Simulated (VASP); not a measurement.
# BeSe (F-43m) in VASP: notebook

The runs below take BeSe through single point, with PBE+U, RPBE+U.

Everything below comes from runs of VASP 6.6.1. Logs are shortened: lines on timing, memory, paths and dates and some standing lists are left out, and cuts for length are marked.

### Step 1. The cell of the first run

It takes space group F-43m (No. 216, cubic). The conventional cell has a = 5.414 Å, b = 5.414 Å, c = 5.414 Å, α = 90.00°, β = 90.00°, γ = 90.00°. Within 3.1 Å of Be (site symmetry -43m) lie 4 Se at 2.34 Å. Within 3.1 Å of Se (site symmetry -43m) lie 4 Be at 2.34 Å.

### Step 2. Single point, PBE+U

Input file INCAR:

```
PREC = Accurate
ENCUT = 600
EDIFF = 1E-6
ISMEAR = 0
SIGMA = 0.13605693122994
LREAL = False
LASPH = True
NELM = 200
ALGO = Normal
ISIF = 2
LWAVE = False
LCHARG = False
LDAU = True
LDAUTYPE = 2
LDAUL = -1 1
LDAUU = 0 1.7
LDAUJ = 0 0
LDAUPRINT = 1
GGA = PE
NBANDS = 11
GGA_COMPAT = False
```

Input file KPOINTS:

```
Automatic mesh
0
Gamma
  2 2 2
```

Input file POSCAR:

```
BeSe
1.0
    0.0000000000      2.7071970527      2.7071970527
    2.7071970527      0.0000000000      2.7071970527
    2.7071970527      2.7071970527      0.0000000000
Be Se
1 1
Direct
    0.0000000000      0.0000000000      0.0000000000
    0.2500000000      0.2500000000      0.2500000000
```

Potentials or basis: VASP PAW PBE potentials, release 64 (Be, Se).

Launch:

```sh
> cat potpaw_PBE.64/Be/POTCAR potpaw_PBE.64/Se/POTCAR > POTCAR
> mpirun -np 1 vasp_std > vasp.out
```

OUTCAR:

```text
PREC = Accurate
   ENCUT = 600
   EDIFF = 1E-6
   ISMEAR = 0
   LREAL = False
   LASPH = True
   NELM = 200
   ISIF = 2
   GGA = PE

 ion  position               nearest neighbor table
   1  0.000  0.000  0.000-   2 2.34   2 2.34   2 2.34   2 2.34
   2  0.250  0.250  0.250-   1 2.34   1 2.34   1 2.34   1 2.34

  LATTYP: Found a face centered cubic cell.
 ALAT       =     5.4143941054

  Lattice vectors:

 A1 = (   0.0000000000,   2.7071970527,   2.7071970527)
 A2 = (   2.7071970527,   0.0000000000,   2.7071970527)
 A3 = (   2.7071970527,   2.7071970527,   0.0000000000)

Analysis of symmetry for initial positions (statically):
=====================================================================
 Subroutine PRICEL returns:
 Original cell was already a primitive cell.

 Routine SETGRP: Setting up the symmetry group for a
 face centered cubic supercell.

 Subroutine GETGRP returns: Found 24 space group operations
 (whereof 24 operations were pure point group operations)
 out of a pool of 48 trial point group operations.

The static configuration has the point symmetry T_d .

Analysis of symmetry for dynamics (positions and initial velocities):
=====================================================================
 Subroutine PRICEL returns:
 Original cell was already a primitive cell.

 Routine SETGRP: Setting up the symmetry group for a
 face centered cubic supercell.

 Subroutine GETGRP returns: Found 24 space group operations
 (whereof 24 operations were pure point group operations)
 out of a pool of 48 trial point group operations.

The dynamic configuration has the point symmetry T_d .

 Subroutine INISYM returns: Found 24 space group operations
 (whereof 24 operations are pure point group operations),
 and found     1 'primitive' translations

----------------------------------------------------------------------------------------

                                     Primitive cell

  volume of cell :      39.6816

  direct lattice vectors                    reciprocal lattice vectors
     0.000000000  2.707197053  2.707197053    -0.184692872  0.184692872  0.184692872
     2.707197053  0.000000000  2.707197053     0.184692872 -0.184692872  0.184692872
     2.707197053  2.707197053  0.000000000     0.184692872  0.184692872 -0.184692872

  length of vectors
     3.828554788  3.828554788  3.828554788     0.319897439  0.319897439  0.319897439

  position of ions in fractional coordinates (direct lattice)
[... 68 lines left out ...]
   NELECT =       8.0000    total number of electrons
   NUPDOWN=      -1.0000    fix difference up-down
   EMIN   =  10.00;   EMAX   =-10.00  energy-range for DOS
   EFERMI =   0.00;   METHOD = LEGACY
   ISMEAR =     0;   SIGMA  =   0.14  broadening in eV -4-tet -1-fermi 0-gaus
   EFERMI_NEDOS =   21; number of points for ismear=-14 and -15
   IALGO  =     38    algorithm
   IMIX   =      4    mixing-type and parameters
     AMIX     =   0.40;   BMIX     =  1.00
     AMIX_MAG =   1.60;   BMIX_MAG =  1.00
  volume/ion in A,a.u.               =      19.84       133.89
  Fermi-wavevector in a.u.,A,eV,Ry     =   0.959935  1.814013 12.537420  0.921474
  Thomas-Fermi vector in A             =   2.089174
   LORBIT       =      0    0 simple, 1 ext, 2 COOP (PROOUT), +10 PAW based schemes
 LDA+U is selected, type is set to LDAUTYPE =  2
   angular momentum for each species LDAUL =    -1    1
   U (eV)           for each species LDAUU =   0.0  1.7
   J (eV)           for each species LDAUJ =   0.0  0.0
   GGA     = PE    functional components
   LHFCALC =     F    Hartree Fock is set to
   AEXX    =    0.0000 exact exchange contribution
   IVDW    =     0    specifies the selected vdW correction
   LEPSILON=     F    determine dielectric tensor
   LRPA    =     F    only Hartree local field effects (RPA)
 non-spin polarized calculation
 Gauss-broadening in eV      SIGMA  =   0.14
  energy-cutoff  :      600.00
  volume of cell :       39.68
 maximum number of plane-waves:      1363
 NGX is ok and might be reduce to    32
   NGX = 15   NGY = 15   NGZ = 15

 number of electron       7.9999999 magnetization

 Free energy of the ion-electron system (eV)
  ---------------------------------------------------
  ext. energy  EPLUGINS =         0.00000000
  ---------------------------------------------------
  free energy    TOTEN  =        -6.10037340 eV

  energy without entropy =       -6.10037340  energy(sigma->0) =       -6.10037340

 E-fermi :   2.9968     XC(G=0):  -8.6611

 val. band max:        2.3563724242   @ k =   0.0000   0.0000   0.0000
 cond. band min:       5.0683837861   @ k =   0.5000   0.5000   0.0000
 fundamental gap:      2.7120113619
 Fermi energy:         2.9968384092

 k-point     1 :       0.0000    0.0000    0.0000
  band No.  band energies     occupation
      1     -10.5810      2.00000
      2       2.3564      2.00000
      3       2.3564      2.00000
      4       2.3564      2.00000
      5       5.5508      0.00000
      6       7.1140      0.00000
      7       7.1140      0.00000
      8       7.1140      0.00000
      9      13.3788      0.00000
     10      14.2143      0.00000
     11      14.2143      0.00000
[... 15 lines left out ...]
 k-point     3 :       0.5000    0.5000    0.0000
  band No.  band energies     occupation
      1      -9.2090      2.00000
      2      -2.1027      2.00000
      3       0.1263      2.00000
      4       0.1263      2.00000
      5       5.0684      0.00000
      6       6.3866      0.00000
      7      12.7039      0.00000
      8      12.7039      0.00000
      9      15.2108      0.00000
     10      15.5559      0.00000
     11      17.6050      0.00000

------------------------ aborting loop because EDIFF is reached ----------------------------------------

  FORCE on cell =-STRESS in cart. coord.  units (eV):
  Direction    XX          YY          ZZ          XY          YZ          ZX
  --------------------------------------------------------------------------------------
  -------------------------------------------------------------------------------------
  Total       -0.1650293     -0.1650293     -0.1650293      0.0000000     -0.0000000      0.0000000
  in kB       -6.6631868     -6.6631868     -6.6631868      0.0000000     -0.0000000      0.0000000
  external PRESSURE =      -6.6631868 kB  Pullay stress =       0.0000000 kB

 VOLUME and BASIS-vectors are now :
 -----------------------------------------------------------------------------
  energy-cutoff  :      600.00
  volume of cell :       39.68
      direct lattice vectors                 reciprocal lattice vectors
     0.000000000  2.707197053  2.707197053    -0.184692872  0.184692872  0.184692872
     2.707197053  0.000000000  2.707197053     0.184692872 -0.184692872  0.184692872
     2.707197053  2.707197053  0.000000000     0.184692872  0.184692872 -0.184692872

 POSITION                                       TOTAL-FORCE (eV/Angst)
 -----------------------------------------------------------------------------------
      0.00000      0.00000      0.00000         0.000000      0.000000      0.000000
      1.35360      1.35360      1.35360        -0.000000     -0.000000     -0.000000
 -----------------------------------------------------------------------------------
    total drift:                                0.000000      0.000000      0.000000

  FREE ENERGIE OF THE ION-ELECTRON SYSTEM (eV)
  ---------------------------------------------------
  free  energy   TOTEN  =        -6.1003734042 eV

  energy  without entropy=       -6.1003734042  energy(sigma->0) =       -6.10037340
```

stdout:

```text
POSCAR found type information on POSCAR BeSe
 POSCAR found :  2 types and       2 ions
 scaLAPACK will be used
 LDA part: xc-table for (Slater+PW92), standard interpolation
 POSCAR, INCAR and KPOINTS ok, starting setup
 FFT: planning ... GRIDC
 FFT: planning ... GRID_SOFT
 FFT: planning ... GRID
 WAVECAR not read
 entering main loop
```

Run time: 3.9 s. Hardware: 1 thread of AMD EPYC 7R13 (Zen 3), shared host; peak memory 0.14 GiB.

What came out:

| Item | Value |
| --- | --- |
| Free energy | -6.1004 eV |
| Pressure | -0.7 GPa |
| Band gap on the k mesh | 2.71 eV (least direct gap 3.19 eV) |

Levels at points of the mesh, in eV from the valence-band top:
```
           k point  band 1  band 2  band 3  band 4  band 5  band 6  band 7  band 8  band 9
(0.00, 0.00, 0.00)  -12.94    0.00    0.00    0.00    3.19    4.76    4.76    4.76   11.02
(0.50, 0.00, 0.00)  -11.91   -4.92   -0.91   -0.91    3.62    5.69    5.69    9.39   12.35
(0.50, 0.50, 0.00)  -11.57   -4.46   -2.23   -2.23    2.71    4.03   10.35   10.35   12.85
```

Caveat: the k points lie up to 1.00 Å⁻¹ apart.

### Step 3. Single point, PBE+U

This run uses another cell than the first one, of 17.25 Å³/atom.

INCAR: that of step 2 with these lines changed.

```diff
@@ -4,3 +4,3 @@
 ISMEAR = 0
-SIGMA = 0.13605693122994
+SIGMA = 0.1
 LREAL = False
@@ -15,3 +15,3 @@
 LDAUL = -1 1
-LDAUU = 0 1.7
+LDAUU = 0 3.7
 LDAUJ = 0 0
```

Input file KPOINTS:

```
Automatic mesh
0
Gamma
  3 3 3
```

Input file POSCAR:

```
BeSe
1.0
    0.0000000000      2.5839687382      2.5839687382
    2.5839687382      0.0000000000      2.5839687382
    2.5839687382      2.5839687382      0.0000000000
Be Se
1 1
Direct
    0.0000000000      0.0000000000      0.0000000000
    0.2500000000      0.2500000000      0.2500000000
```

Potentials or basis: VASP PAW PBE potentials, release 64 (Be, Se).

Launch:

```sh
> cat potpaw_PBE.64/Be/POTCAR potpaw_PBE.64/Se/POTCAR > POTCAR
> mpirun -np 1 vasp_std > vasp.out
```

Run time: 3.8 s. Hardware: 1 thread of AMD EPYC 7R13 (Zen 3), shared host; peak memory 0.13 GiB.

The run converged. Its results:

```
Free energy            : -5.8508 eV
Pressure               : 3.3 GPa
Band gap on the k mesh : 3.09 eV (least direct gap 4.11 eV)
```

Levels at points of the mesh, in eV from the valence-band top:
```
           k point  band 1  band 2  band 3  band 4  band 5  band 6  band 7  band 8
(0.00, 0.00, 0.00)  -13.87    0.00    0.00    0.00    4.11    4.85    4.85    4.85
```

Caveat: the k points lie up to 0.70 Å⁻¹ apart; an odd mesh through Γ misses points on the zone boundary, where band edges can lie.

### Step 4. Single point, PBE+U

This run uses another cell than the first one, of 17.25 Å³/atom.

Input file INCAR:

```
PREC     = Accurate       # precision mode
ENCUT    = 600            # plane-wave cutoff, eV
EDIFF    = 1E-6           # SCF threshold, eV
ISMEAR   = -1             # smearing method
SIGMA    = 0.12           # smearing width, eV
LREAL    = False          # projectors in reciprocal space
LASPH    = True           # aspherical terms in the spheres
NELM     = 200            # most SCF steps
ALGO     = Normal         # electronic algorithm
ISIF     = 2              # what is computed and relaxed
LWAVE    = False          # write WAVECAR
LCHARG   = False          # write CHGCAR
LDAU     = True           # DFT+U
LDAUTYPE = 2            
LDAUL    = -1 1           # shell
LDAUU    = 0 5.9          # U, eV
LDAUJ    = 0 0          
LDAUPRINT= 1            
GGA      = PE             # functional
NBANDS   = 11             # bands
GGA_COMPAT= False
```

Input file KPOINTS:

```
regular mesh
0
Gamma
  6 6 6
```

POSCAR is that of step 3.

Launch:

```sh
> cat potpaw_PBE.64/Be/POTCAR potpaw_PBE.64/Se/POTCAR > POTCAR
> mpirun -np 1 vasp_std > vasp.out
```

Wall time 7.9 s (1 thread of AMD EPYC 7R13 (Zen 3), shared host); peak memory 0.13 GiB.

Results (log left out):

- Free energy: -4.5378 eV
- Pressure: 2.1 GPa
- Band gap on the k mesh: 2.42 eV (least direct gap 4.00 eV)

Levels at points of the mesh, in eV from the valence-band top:
| k point | band 1 | band 2 | band 3 | band 4 | band 5 | band 6 | band 7 | band 8 |
| --- | --- | --- | --- | --- | --- | --- | --- | --- |
| (0.00, 0.00, 0.00) | -14.02 | 0.00 | 0.00 | 0.00 | 4.00 | 4.81 | 4.81 | 4.81 |
| (0.50, 0.00, 0.00) | -12.73 | -5.72 | -1.08 | -1.08 | 4.04 | 5.77 | 5.77 | 9.80 |
| (0.50, 0.50, 0.00) | -12.29 | -5.10 | -2.66 | -2.66 | 2.42 | 3.98 | 11.48 | 11.48 |

### Step 5. Single point, RPBE+U

This run uses another cell than the first one, of 17.25 Å³/atom.

Input file INCAR:

```
PREC = Accurate ; ENCUT = 600
EDIFF = 1E-6 ; ISMEAR = 0
SIGMA = 0.1 ; LREAL = F
LASPH = T ; NELM = 200
ALGO = Normal ; ISIF = 2
LWAVE = F ; LCHARG = F
LDAU = T ; LDAUTYPE = 2
LDAUL = -1 1 ; LDAUU = 0 5.3
LDAUJ = 0 0 ; LDAUPRINT = 1
GGA = RP ; NBANDS = 11
GGA_COMPAT = F
```

Input file KPOINTS:

```
Automatic mesh
0
Gamma
  6 6 6
```

POSCAR is that of step 4.

Launch:

```sh
> cat potpaw_PBE.64/Be/POTCAR potpaw_PBE.64/Se/POTCAR > POTCAR
> mpirun -np 1 vasp_std > vasp.out
```

Run time: 8.6 s. Hardware: 1 thread of AMD EPYC 7R13 (Zen 3), shared host; peak memory 0.14 GiB.

It converged, with:

| Quantity | Value |
| --- | --- |
| Free energy | -4.3698 eV |
| Pressure | 3.8 GPa |
| Band gap on the k mesh | 2.56 eV (least direct gap 4.17 eV) |

Levels at points of the mesh, in eV from the valence-band top:
```
           k point  band 1  band 2  band 3  band 4  band 5  band 6  band 7  band 8  band 9
(0.00, 0.00, 0.00)  -13.95    0.00    0.00    0.00    4.17    4.88    4.88    4.88   11.92
(0.50, 0.00, 0.00)  -12.66   -5.68   -1.07   -1.07    4.14    5.84    5.84    9.99   13.45
(0.50, 0.50, 0.00)  -12.21   -5.08   -2.64   -2.64    2.56    4.07   11.58   11.58   14.53
```

Caveat: the cell stands under pressure; the PAW data sets were made with another functional, which shifts forces and pressure a little.

### Step 6. Overview

| level | U | cell | k mesh | smearing | gap on the mesh (eV) | pressure (GPa) |
| --- | --- | --- | --- | --- | --- | --- |
| PBE+U | Se p U = 1.7 eV | a = 3.829 Å, angles 60.0°, 2 atoms | 2 × 2 × 2 | gaussian 0.136057 eV | 2.71 | -0.7 |
| PBE+U | Se p U = 3.7 eV | a = 3.654 Å, angles 60.0°, 2 atoms | 3 × 3 × 3 | gaussian 0.1 eV | 3.09 | 3.3 |
| PBE+U | Se p U = 5.9 eV | a = 3.654 Å, angles 60.0°, 2 atoms | 6 × 6 × 6 | fermi-dirac 0.12 eV | 2.42 | 2.1 |
| RPBE+U | Se p U = 5.3 eV | a = 3.654 Å, angles 60.0°, 2 atoms | 6 × 6 × 6 | gaussian 0.1 eV | 2.56 | 3.8 |

Alike in all rows: task single point; potentials or basis VASP PAW PBE potentials, release 64 (Be, Se); no spin polarisation; cutoff (eV) 600.

Caveats: some runs use coarse meshes; an odd mesh through Γ misses points on the zone boundary, where band edges can lie (at least some runs); the cell stands under pressure (at least some runs); the PAW data sets were made with another functional, which shifts forces and pressure a little (at least some runs).

Absolute energies hang on the potentials; compare differences alone.
